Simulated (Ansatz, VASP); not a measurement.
CaO in VASP and in Ansatz

File INCAR:

```
SYSTEM = CaO
ALGO     = Normal         ! electronic algorithm
EDIFF    = 1E-6           ! SCF threshold, eV
ENCUT    = 520            ! plane-wave cutoff, eV
GGA      = PE             ! functional
ISIF     = 2              ! what is computed and relaxed
ISMEAR   = 0              ! smearing method
LASPH    = .True.         ! aspherical terms in the spheres
LCHARG   = .False.        ! write CHGCAR
LREAL    = .False.        ! projectors in reciprocal space
LWAVE    = .False.        ! write WAVECAR
NBANDS   = 15             ! bands
NELM     = 80             ! most SCF steps
PREC     = Accurate       ! precision mode
SIGMA    = 0.05           ! smearing width, eV
```

KPOINTS

```
k-points
0
Gamma
  8 8 8
  0 0 0
```

File POSCAR:

```
CaO
1.0
    0.0000000000      2.5224700000      2.4490000000
    2.5224700000      0.0000000000      2.4490000000
    2.5224700000      2.5224700000      0.0000000000
Ca O
1 1
Direct
    0.0000000000      0.0000000000      0.0000000000
    0.5000000000      0.5000000000      0.5000000000
```

Input for Ansatz:

```yaml
crystal:
  lattice:
    - [0.0, 2.52247, 2.449]
    - [2.52247, 0.0, 2.449]
    - [2.52247, 2.52247, 0.0]
  atoms:
    - { symbol: Ca, position: [0.0, 0.0, 0.0] }
    - { symbol: O, position: [0.5, 0.5, 0.5] }
basis:
  ecutwfc: 420
kpoints:
  mp_grid: { grid: [8, 8, 8] }
hamiltonian:
  xc: pbe
scf:
  occupations: { method: gaussian, width: 0.05 }
output:
  forces: true
  stress: true
  eigenvalues: true
```

Change from the starting cell: strain +0.030 along x and y, +0.000 along z, atoms carried along.

Alike in both runs: task single point; functional PBE; k mesh 8 × 8 × 8; occupations gaussian, width 0.05 eV; no spin polarisation.

|  | VASP | Ansatz |
| --- | --- | --- |
| version | VASP 6.6.1 | Ansatz 0.2.0 |
| potentials or method | VASP PAW PBE potentials, release 64 (Ca_sv, O), cutoff 520 eV | scalar-relativistic, plane waves, PAW |
| valence electrons in the cell | 16 | 16 |

```tsv
	VASP	Ansatz	Ansatz less VASP
gap on the k mesh at the Fermi level (eV)	3.55	3.57	+0.016
least direct gap on the mesh (eV)	3.79	3.80	+0.013
pressure (GPa)	-8.0	-8.4	-0.35
traceless stress, the component that is largest in VASP (GPa)	1.62	1.53	-0.092
```

With one functional, cell and mesh, what is left measures potentials, basis and numerics.
